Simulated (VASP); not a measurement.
# S in VASP: further runs, part 2 of 2

VASP 6.6.1. The steps go on from the part before.

## (6) Single point, PBE+D3(BJ)

This run uses another cell than the first one, of 16.56 Å³/atom, 1.078 times its volume.

INCAR reads:

```
SYSTEM = S
ALGO = Normal
EDIFF = 1E-6
ENCUT = 520
GGA = PE
ISIF = 2
ISMEAR = -1
IVDW = 12
LASPH = .True.
LCHARG = .False.
LREAL = .False.
LWAVE = .False.
NBANDS = 9
NELM = 100
PREC = Accurate
SIGMA = 0.1
```

KPOINTS reads:

```
k-points
0
Gamma
  15 15 15
  0 0 0
```

POSCAR reads:

```
S
1.0
    1.8029376789      1.0409262696      1.4710697909
   -1.8029376789      1.0409262696      1.4710697909
    0.0000000000     -2.0818533932      1.4710691866
S
1
Direct
    0.0000000000      0.0000000000      0.0000000000
```

Potentials or basis: VASP PAW PBE potentials, release 64 (S).

Started as:

```
> cat potpaw_PBE.64/S/POTCAR > POTCAR
> mpirun -np 1 vasp_std > vasp.out
```

OUTCAR:

```text
SYSTEM = S
   EDIFF = 1E-6
   ENCUT = 520
   GGA = PE
   ISIF = 2
   ISMEAR = -1
   IVDW = 12
   LASPH = .True.
   LREAL = .False.
   NELM = 100
   PREC = Accurate
 IVDW          = 12

 ion  position               nearest neighbor table
   1  0.000  0.000  0.000-

  LATTYP: Found a trigonal (rhomboedric) cell.
 ALAT       =     2.5491485054
 COS(alpha) =    -0.0004632767

  Lattice vectors:

 A1 = (   1.8029376789,   1.0409262696,   1.4710697909)
 A2 = (  -1.8029376789,   1.0409262696,   1.4710697909)
 A3 = (   0.0000000000,  -2.0818533932,   1.4710691866)

Analysis of symmetry for initial positions (statically):
=====================================================================
 Subroutine PRICEL returns:
 Original cell was already a primitive cell.

 Routine SETGRP: Setting up the symmetry group for a
 trigonal (rhombohedral) supercell.

 Subroutine GETGRP returns: Found 12 space group operations
 (whereof 12 operations were pure point group operations)
 out of a pool of 12 trial point group operations.

The static configuration has the point symmetry D_3d.

Analysis of symmetry for dynamics (positions and initial velocities):
=====================================================================
[... 164 lines left out ...]
      1      -9.8327      2.00000
      2       9.0600      0.00000
      3       9.0642      0.00000
      4       9.0642      0.00000
      5      14.7667      0.00000
      6      14.7667      0.00000
      7      18.1240      0.00000
      8      29.4778      0.00000
      9      29.4802      0.00000
[... 265 lines left out ...]
 k-point    24 :       0.2000    0.1333    0.0000
  band No.  band energies     occupation
      1      -8.7951      2.00000
      2       4.8786      2.00000
      3       7.0943      1.97446
      4       9.7456      0.00000
      5      16.5382      0.00000
      6      19.4224      0.00000
      7      20.9976      0.00000
      8      24.3176      0.00000
      9      25.9168      0.00000

 [... further k-points ...]

------------------------ aborting loop because EDIFF is reached ----------------------------------------

 Edisp (eV)   -0.37045

 E8    (eV) :    -0.1342

  FORCE on cell =-STRESS in cart. coord.  units (eV):
  Direction    XX          YY          ZZ          XY          YZ          ZX
  --------------------------------------------------------------------------------------
  -------------------------------------------------------------------------------------
  Total      -0.05861    -0.05861    -0.05749     0.00000    -0.00000     0.00000
  in kB      -5.66893    -5.66893    -5.56045     0.00000    -0.00000     0.00000
  external pressure =       -5.63 kB  Pullay stress =        0.00 kB

 VOLUME and BASIS-vectors are now :
 -----------------------------------------------------------------------------
  energy-cutoff  :      520.00
  volume of cell :       16.56
      direct lattice vectors                 reciprocal lattice vectors
     1.802937679  1.040926270  1.471069791     0.277325171  0.160113718  0.226592529
    -1.802937679  1.040926270  1.471069791    -0.277325171  0.160113718  0.226592529
     0.000000000 -2.081853393  1.471069187     0.000000000 -0.320227568  0.226592436

 POSITION                                       TOTAL-FORCE (eV/Angst)
 -----------------------------------------------------------------------------------
      0.00000      0.00000      0.00000         0.000000     -0.000000     -0.000000
 -----------------------------------------------------------------------------------
    total drift:                                0.000000      0.000000     -0.000000

  FREE ENERGIE OF THE ION-ELECTRON SYSTEM (eV)
  ---------------------------------------------------
  free  energy   TOTEN  =        -3.8880071745 eV

  energy  without entropy=       -3.8751378523  energy(sigma->0) =       -3.88157251
```

OSZICAR:

```text
N       E                     dE             d eps       ncg     rms          rms(c)
DAV:   1     0.862784208612E+01    0.86278E+01   -0.29259E+03  6329   0.559E+02
DAV:   2    -0.322486216079E+01   -0.11853E+02   -0.11215E+02  8788   0.787E+01
DAV:   3    -0.351071090880E+01   -0.28585E+00   -0.28402E+00  7182   0.109E+01
DAV:   4    -0.351157475035E+01   -0.86384E-03   -0.86376E-03  9356   0.707E-01
DAV:   5    -0.351157591549E+01   -0.11651E-05   -0.11645E-05  7455   0.185E-02    0.107E+01
DAV:   6    -0.351495291814E+01   -0.33770E-02   -0.52349E-04  7669   0.207E-01    0.641E+00
DAV:   7    -0.351746094027E+01   -0.25080E-02   -0.14427E-03  6590   0.329E-01    0.564E-02
DAV:   8    -0.351753768107E+01   -0.76741E-04   -0.51976E-05  7710   0.543E-02    0.222E-02
DAV:   9    -0.351755869234E+01   -0.21011E-04   -0.21359E-05  6620   0.319E-02    0.483E-03
DAV:  10    -0.351755894761E+01   -0.25528E-06   -0.97531E-07  7401   0.627E-03
   1 F= -.38880072E+01 E0= -.38815725E+01  d E =-.128693E-01
```

stdout:

```text
POSCAR found type information on POSCAR S
 POSCAR found :  1 types and       1 ions
 scaLAPACK will be used
 LDA part: xc-table for (Slater+PW92), standard interpolation
 POSCAR, INCAR and KPOINTS ok, starting setup
 FFT: planning ... GRIDC
 FFT: planning ... GRID_SOFT
 FFT: planning ... GRID
 WAVECAR not read
 entering main loop
```

Run time: 43 s. Hardware: 1 thread of AMD EPYC 7R13, shared host; peak memory 0.13 GiB.

Results:

| Quantity | Value |
| --- | --- |
| Free energy | -3.8880 eV |
| Pressure | -0.6 GPa |
| Band gap on the k mesh | zero (band 3 reaches 10.66 eV, above the bottom of band 4 at 3.69 eV) |
| Dispersion energy per atom | -0.370 eV |

Caveat: three body term missing; pairwise dispersion overbinds metals, which lowers pressure and volume.

## (7) Overview

```tsv
cell	gap on the mesh (eV)	pressure (GPa)
a = 2.486 Å, 1 atom	none	7.3
a = 2.500 Å, 1 atom	none	5.3
a = 2.515 Å, 1 atom	none	3.4
a = 2.531 Å, 1 atom	none	1.4
a = 2.549 Å, 1 atom	none	-0.6
```

Alike in all rows: task single point; level PBE+D3(BJ); potentials or basis VASP PAW PBE potentials, release 64 (S); no spin polarisation; k mesh 15 × 15 × 15; cutoff (eV) 520; smearing fermi-dirac 0.1 eV.

Caveats: three body term missing; pairwise dispersion overbinds metals, which lowers pressure and volume.

Total energies depend on the potentials used, so only differences within one code and one set of settings carry meaning.
